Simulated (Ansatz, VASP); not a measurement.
# Two plane-wave programs on Cu2Ni

File INCAR:

```
PREC = Accurate
ENCUT = 520
EDIFF = 1E-6
ISMEAR = 0
SIGMA = 0.1
LREAL = False
LASPH = True
NELM = 80
ALGO = Normal
ISIF = 2
LWAVE = False
LCHARG = True
GGA = PE
LELF = True
LVHAR = True
NBANDS = 41
```

KPOINTS

```
Automatic mesh
0
Gamma
  6 6 2
```

POSCAR

```
Cu2Ni
1.0
    2.5231798000      0.0000000000      0.0000000000
   -1.2615899000      2.1851378000      0.0000000000
    0.0000000000      0.0000000000     12.5531938000
Cu Ni
4 2
Direct
    0.3333333000      0.6666667000      0.8302840000
    0.3333333000      0.6666667000      0.1697160000
    0.3333333000      0.6666667000      0.5000000000
    0.6666667000      0.3333333000      0.0000000000
    0.6666667000      0.3333333000      0.3345250000
    0.6666667000      0.3333333000      0.6654750000
```

Input for Ansatz:

```yaml
crystal:
  lattice:
    - [2.5231798, 0.0, 0.0]
    - [-1.2615899, 2.1851378, 0.0]
    - [0.0, 0.0, 12.5531938]
  atoms:
    - { symbol: Cu, position: [0.3333333, 0.6666667, 0.830284] }
    - { symbol: Cu, position: [0.3333333, 0.6666667, 0.169716] }
    - { symbol: Cu, position: [0.3333333, 0.6666667, 0.5] }
    - { symbol: Cu, position: [0.6666667, 0.3333333, 0.0] }
    - { symbol: Ni, position: [0.6666667, 0.3333333, 0.334525] }
    - { symbol: Ni, position: [0.6666667, 0.3333333, 0.665475] }
basis:
  ecutwfc: 420
kpoints:
  mp_grid: { grid: [6, 6, 2] }
hamiltonian:
  xc: pbe
scf:
  occupations: { method: gaussian, width: 0.1 }
  lower_state_search: "off"
output:
  forces: true
  stress: true
  eigenvalues: true
```

Alike in both runs: task single point; functional PBE; k mesh 6 × 6 × 2; occupations gaussian, width 0.1 eV; no spin polarisation.

|  | VASP | Ansatz |
| --- | --- | --- |
| version | VASP 6.6.1 | Ansatz 0.2.0 |
| potentials or method | VASP PAW PBE potentials, release 64 (Cu, Ni), cutoff 520 eV | scalar-relativistic, plane waves, PAW |
| valence electrons in the cell | 64 | 112 |

|  | VASP | Ansatz | Ansatz less VASP |
| --- | --- | --- | --- |
| gap on the k mesh at the Fermi level (eV) | none | none | - |
| pressure (GPa) | 0.3 | -0.2 | -0.47 |
| traceless stress, the component that is largest in VASP (GPa) | 0.37 | 0.42 | +0.049 |
| rms of the force components (eV/Å) | 0.028 | 0.024 | -0.0045 |

Atom by atom the forces differ by 0.005 eV/Å (rms over components). A gap of «none» marks a metal or a gap that the smearing closes. VASP's potentials hold 64 valence electrons a cell and Ansatz's 112, so a difference there can come from the potentials and not from the codes.

The k mesh is coarse, so the values compare programs but aren't converged.
